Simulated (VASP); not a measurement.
# Sn2TeS (I4mm) in VASP: notebook

Runs on Sn2TeS. Level: PBE. Tasks: single point, relaxation of cell and atoms.

All numbers are computed with VASP 6.6.1; they aren't measurements. Logs are shortened: lines on timing, memory, paths and dates and some standing lists are left out, and cuts for length are marked.

## (1) The cell of the first run

Symmetry: I4mm, No. 107, tetragonal system. Conventional cell: a = 5.832 Å, b = 5.832 Å, c = 6.814 Å, α = 90.00°, β = 90.00°, γ = 90.00°. Sn (site symmetry 2mm) has 4 S at 3.02 to 3.92 Å and 4 Te at 3.19 to 3.60 Å and 2 Sn at 3.41 Å within 4.0 Å. Te (site symmetry 4mm) has 1 S at 2.90 Å and 8 Sn at 3.19 to 3.60 Å within 3.8 Å. S (site symmetry 4mm) has 1 Te at 2.90 Å and 4 Sn at 3.02 Å within 3.8 Å.

## (2) Single point, PBE

INCAR reads:

```
PREC = Accurate
ENCUT = 520
EDIFF = 1E-6
ISMEAR = 0
SIGMA = 0.1
LREAL = False
LASPH = True
NELM = 100
ALGO = Normal
ISIF = 2
LWAVE = False
LCHARG = False
GGA = PE
NBANDS = 28
```

KPOINTS reads:

```
regular mesh
0
Gamma
  4 4 4
```

POSCAR reads:

```
Sn2TeS
1.0
   -2.9158737300      2.9158737300      3.4068440000
    2.9158737300     -2.9158737300      3.4068440000
    2.9158737300      2.9158737300     -3.4068440000
Sn Te S
2 1 1
Direct
    0.4662001200      0.9662001200      0.5000000000
    0.9662001200      0.4662001200      0.5000000000
    0.7765109200      0.7765109200      0.0000000000
    0.3509750100      0.3509750100      0.0000000000
```

Potentials or basis: VASP PAW PBE potentials, release 64 (Sn_d, Te, S).

Launch:

```bash
$ cat potpaw_PBE.64/Sn_d/POTCAR potpaw_PBE.64/Te/POTCAR potpaw_PBE.64/S/POTCAR > POTCAR
$ mpirun -np 1 vasp_std > vasp.out
```

OUTCAR:

```text
PREC = Accurate
   ENCUT = 520
   EDIFF = 1E-6
   ISMEAR = 0
   LREAL = False
   LASPH = True
   NELM = 100
   ISIF = 2
   GGA = PE

 ion  position               nearest neighbor table
   1  0.466  0.966  0.500-   4 3.02   4 3.02   3 3.19   3 3.19   2 3.41   2 3.41   3 3.60   3 3.60

   2  0.966  0.466  0.500-   4 3.02   4 3.02   3 3.19   3 3.19   1 3.41   1 3.41   3 3.60   3 3.60

   3  0.777  0.777  0.000-   4 2.90   2 3.19   1 3.19   1 3.19   2 3.19   1 3.60   2 3.60   2 3.60
                             1 3.60
   4  0.351  0.351  0.000-   3 2.90   1 3.02   2 3.02   1 3.02   2 3.02

  LATTYP: Found a body centered tetragonal cell.
 ALAT       =     5.8317474600
 C/A-ratio  =     1.1683784400

  Lattice vectors:

 A1 = (  -2.9158737300,   2.9158737300,   3.4068440000)
 A2 = (   2.9158737300,  -2.9158737300,   3.4068440000)
 A3 = (   2.9158737300,   2.9158737300,  -3.4068440000)

Analysis of symmetry for initial positions (statically):
=====================================================================
 Subroutine PRICEL returns:
 Original cell was already a primitive cell.

 Routine SETGRP: Setting up the symmetry group for a
 body centered tetragonal supercell.

 Subroutine GETGRP returns: Found  8 space group operations
 (whereof  8 operations were pure point group operations)
 out of a pool of 16 trial point group operations.

The static configuration has the point symmetry C_4v.

Analysis of symmetry for dynamics (positions and initial velocities):
=====================================================================
 Subroutine PRICEL returns:
 Original cell was already a primitive cell.

 Routine SETGRP: Setting up the symmetry group for a
 body centered tetragonal supercell.

 Subroutine GETGRP returns: Found  8 space group operations
 (whereof  8 operations were pure point group operations)
 out of a pool of 16 trial point group operations.

The dynamic configuration has the point symmetry C_4v.

 Subroutine INISYM returns: Found  8 space group operations
 (whereof  8 operations are pure point group operations),
 and found     1 'primitive' translations

----------------------------------------------------------------------------------------

                                     Primitive cell
[... 78 lines left out ...]
   LNONCOLLINEAR =      F non collinear calculations
   LSORBIT =      F    spin-orbit coupling
   LASPH  =      T    aspherical Exc in radial PAW
   ENCUT  =  520.0 eV  38.22 Ry    6.18 a.u.   9.95  9.95  9.95*2*pi/ulx,y,z
   NELM   =    100;   NELMIN=  2; NELMDL= -5     # of ELM steps
   EDIFF  = 0.1E-05   stopping-criterion for ELM
   LREAL  =      F    real-space projection
   EDIFFG = 0.1E-04   stopping-criterion for IOM
   NSW    =      0    number of steps for IOM
   IBRION =     -1    ionic relax: 0-MD 1-quasi-New 2-CG
   NFREE  =      0    steps in history (QN), initial steepest desc. (CG)
   ISIF   =      2    stress and relaxation
   ISYM   =      2    0-nonsym 1-usesym 2-fastsym
   POTIM  = 0.5000    time-step for ionic-motion
   TEBEG  =    0.0;   TEEND  =   0.0 temperature during run
   PSTRESS=    0.0 pullay stress
   NELECT =      40.0000    total number of electrons
   NUPDOWN=      -1.0000    fix difference up-down
   EMIN   =  10.00;   EMAX   =-10.00  energy-range for DOS
   EFERMI =   0.00;   METHOD = LEGACY
   ISMEAR =     0;   SIGMA  =   0.10  broadening in eV -4-tet -1-fermi 0-gaus
   EFERMI_NEDOS =   21; number of points for ismear=-14 and -15
   IALGO  =     38    algorithm
   IMIX   =      4    mixing-type and parameters
     AMIX     =   0.40;   BMIX     =  1.00
     AMIX_MAG =   1.60;   BMIX_MAG =  1.00
  volume/ion in A,a.u.               =      28.97       195.47
  Fermi-wavevector in a.u.,A,eV,Ry     =   1.148449  2.170253 17.945193  1.318934
  Thomas-Fermi vector in A             =   2.285124
   LORBIT       =      0    0 simple, 1 ext, 2 COOP (PROOUT), +10 PAW based schemes
   GGA     = PE    functional components
   LHFCALC =     F    Hartree Fock is set to
   AEXX    =    0.0000 exact exchange contribution
   IVDW    =     0    specifies the selected vdW correction
   LEPSILON=     F    determine dielectric tensor
   LRPA    =     F    only Hartree local field effects (RPA)
 non-spin polarized calculation
 Gauss-broadening in eV      SIGMA  =   0.10
  energy-cutoff  :      520.00
  volume of cell :      115.86
 maximum number of plane-waves:      3156
   NGX = 19   NGY = 19   NGZ = 19

 number of electron      40.0000009 magnetization

 Free energy of the ion-electron system (eV)
  ---------------------------------------------------
  ext. energy  EPLUGINS =         0.00000000
  ---------------------------------------------------
  free energy    TOTEN  =       -14.97267993 eV

  energy without entropy =      -14.95891243  energy(sigma->0) =      -14.96579618

 E-fermi :   6.3538     XC(G=0):  -9.5357

 val. band max:        6.3243602756   @ k =  -0.2500   0.5000   0.2500
 cond. band min:       6.3683713011   @ k =   0.5000   0.5000   0.2500
 fundamental gap:      0.0440110254
 Fermi energy:         6.3537713336

 k-point     1 :       0.0000    0.0000    0.0000
  band No.  band energies     occupation
      1     -15.6508      2.00000
      2     -15.6200      2.00000
      3     -15.6102      2.00000
      4     -15.6064      2.00000
      5     -15.6064      2.00000
      6     -15.6002      2.00000
[... 392 lines left out ...]
     27      11.6070      0.00000
     28      13.2776      0.00000

------------------------ aborting loop because EDIFF is reached ----------------------------------------

  FORCE on cell =-STRESS in cart. coord.  units (eV):
  Direction    XX          YY          ZZ          XY          YZ          ZX
  --------------------------------------------------------------------------------------
  -------------------------------------------------------------------------------------
  Total       -1.8290848     -1.8290848      0.1848761      0.0000000     -0.0000000      0.0000000
  in kB      -25.2926743    -25.2926743      2.5564759      0.0000000     -0.0000000      0.0000000
  external PRESSURE =     -16.0096243 kB  Pullay stress =       0.0000000 kB

 VOLUME and BASIS-vectors are now :
 -----------------------------------------------------------------------------
  energy-cutoff  :      520.00
  volume of cell :      115.86
      direct lattice vectors                 reciprocal lattice vectors
    -2.915873730  2.915873730  3.406844000     0.000000000  0.171475189  0.146763397
     2.915873730 -2.915873730  3.406844000     0.171475189  0.000000000  0.146763397
     2.915873730  2.915873730 -3.406844000     0.171475189  0.171475189  0.000000000

 POSITION                                       TOTAL-FORCE (eV/Angst)
 -----------------------------------------------------------------------------------
      2.91587      0.00000      3.17654         0.000000     -0.000000     -0.287910
      0.00000      2.91587      3.17654        -0.000000      0.000000     -0.287910
      0.00000      0.00000      5.29090         0.000000      0.000000      1.006343
      0.00000      0.00000      2.39143        -0.000000     -0.000000     -0.430524
 -----------------------------------------------------------------------------------
    total drift:                               -0.000001     -0.000001      0.001746

  FREE ENERGIE OF THE ION-ELECTRON SYSTEM (eV)
  ---------------------------------------------------
  free  energy   TOTEN  =       -14.9726799311 eV

  energy  without entropy=      -14.9589124341  energy(sigma->0) =      -14.96579618
```

OSZICAR:

```text
N       E                     dE             d eps       ncg     rms          rms(c)
DAV:   1     0.356236666497E+03    0.35624E+03   -0.18818E+04   736   0.178E+03
DAV:   2     0.335083134510E+02   -0.32273E+03   -0.31469E+03   740   0.465E+02
DAV:   3    -0.132050416674E+02   -0.46713E+02   -0.45672E+02   896   0.152E+02
DAV:   4    -0.154538317249E+02   -0.22488E+01   -0.22386E+01   832   0.345E+01
DAV:   5    -0.155212284538E+02   -0.67397E-01   -0.67379E-01  1032   0.652E+00    0.757E+00
DAV:   6    -0.149563122563E+02    0.56492E+00   -0.21113E+00   944   0.628E+00    0.518E+00
DAV:   7    -0.149741094396E+02   -0.17797E-01   -0.28675E-01   892   0.207E+00    0.317E+00
DAV:   8    -0.149746698862E+02   -0.56045E-03   -0.48863E-02   840   0.104E+00    0.425E-01
DAV:   9    -0.149723875300E+02    0.22824E-02   -0.15914E-02   880   0.480E-01    0.247E-01
DAV:  10    -0.149727137545E+02   -0.32622E-03   -0.24143E-03   808   0.244E-01    0.671E-02
DAV:  11    -0.149726750727E+02    0.38682E-04   -0.41755E-04   872   0.990E-02    0.436E-02
DAV:  12    -0.149726816748E+02   -0.66020E-05   -0.50380E-05   808   0.341E-02    0.183E-02
DAV:  13    -0.149726805163E+02    0.11585E-05   -0.41960E-06   736   0.113E-02    0.806E-03
DAV:  14    -0.149726799311E+02    0.58515E-06   -0.90929E-07   532   0.517E-03
   1 F= -.14972680E+02 E0= -.14965796E+02  d E =-.137675E-01
```

Run time: 21 s. Hardware: 1 thread of AMD EPYC 9R45 (Zen 5), shared host; peak memory 0.22 GiB.

What came out:

```
Free energy            : -14.9727 eV
Pressure               : -1.6 GPa
Largest force          : 1.006 eV/Å
Band gap on the k mesh : zero (band 20 reaches 6.66 eV, above the bottom of band 21 at 6.14 eV)
```

Forces on the atoms (eV/Å):
```
Sn   0.000  0.000 -0.288
Sn   0.000  0.000 -0.288
Te   0.000  0.000  1.006
S    0.000  0.000 -0.431
```

Stress tensor (GPa, compression positive):
```
-2.53  0.00  0.00
 0.00 -2.53  0.00
 0.00  0.00  0.26
```

Caveat: the k points lie up to 0.38 Å⁻¹ apart; spin-orbit coupling is left out, which moves the levels of the heavy elements; forces of over 1 eV/Å act on the atoms, so gaps and moduli don't describe the material at rest.

## (3) Single point, PBE

This run uses another cell than the first one, of 31.62 Å³/atom, 1.092 times its volume.

INCAR reads:

```
PREC     = Accurate       # precision mode
ENCUT    = 520            # plane-wave cutoff, eV
EDIFF    = 1E-6           # SCF threshold, eV
ISMEAR   = 0              # smearing method
SIGMA    = 0.1            # smearing width, eV
LREAL    = F              # projectors in reciprocal space
LASPH    = T              # aspherical terms in the spheres
NELM     = 80             # most SCF steps
ALGO     = Normal         # electronic algorithm
ISIF     = 2              # what is computed and relaxed
LWAVE    = F              # write WAVECAR
LCHARG   = F              # write CHGCAR
GGA      = PE             # functional
NBANDS   = 28             # bands
```

KPOINTS reads:

```
Automatic mesh
0
Gamma
  4 4 4
```

POSCAR reads:

```
Sn2TeS
1.0
   -2.6114811620      2.6114811620      4.6360766328
    2.6114811620     -2.6114811620      4.6360766328
    2.6114811620      2.6114811620     -4.6360766328
Sn Te S
2 1 1
Direct
    0.4625240584      0.9625240584      0.5000000000
    0.9625240584      0.4625240584      0.5000000000
    0.7860757714      0.7860757714      0.0000000000
    0.3487622818      0.3487622818      0.0000000000
```

Potentials or basis: VASP PAW PBE potentials, release 64 (Sn_d, Te, S).

Launch:

```bash
$ cat potpaw_PBE.64/Sn_d/POTCAR potpaw_PBE.64/Te/POTCAR potpaw_PBE.64/S/POTCAR > POTCAR
$ mpirun -np 1 vasp_std > vasp.out
```

It took 36 s on 1 thread of AMD EPYC 9R45 (Zen 5), shared host; peak memory 0.3 GiB.

It converged, with:

```yaml
Free_energy: -15.4781 eV
Pressure: 0.0 GPa
Largest_force: 0.026 eV/Å
Band_gap_on_the_k_mesh: 0.18 eV, indirect (least direct gap 0.75 eV)
```

Forces on the atoms (eV/Å):
```
Sn   0.000  0.000  0.001
Sn   0.000  0.000  0.001
Te   0.000  0.000  0.024
S    0.000  0.000 -0.026
```

Stress tensor (GPa, compression positive):
```
-0.04  0.00  0.00
 0.00 -0.04  0.00
 0.00  0.00  0.09
```

Levels at points of the mesh, in eV from the valence-band top:
| k point | band 16 | band 17 | band 18 | band 19 | band 20 | band 21 | band 22 | band 23 | band 24 | band 25 |
| --- | --- | --- | --- | --- | --- | --- | --- | --- | --- | --- |
| (0.00, 0.00, 0.00) | -4.17 | -2.28 | -1.53 | -1.53 | -1.41 | 0.40 | 1.02 | 1.02 | 1.66 | 4.79 |
| (0.50, 0.00, 0.00) | -3.12 | -2.80 | -2.26 | -0.88 | -0.51 | 1.45 | 2.13 | 2.30 | 3.59 | 3.73 |
| (0.50, 0.50, 0.00) | -2.89 | -2.05 | -0.95 | -0.38 | -0.35 | 1.14 | 2.76 | 2.98 | 3.43 | 3.75 |
| (0.50, 0.50, 0.50) | -4.53 | -1.27 | -1.27 | -1.10 | -0.06 | 1.13 | 2.39 | 2.92 | 2.92 | 4.48 |

Caveat: the k points lie up to 0.43 Å⁻¹ apart; spin-orbit coupling is left out, which moves the levels of the heavy elements. A k mesh can miss the band edges.

(Part 1 of 2 ends here.)
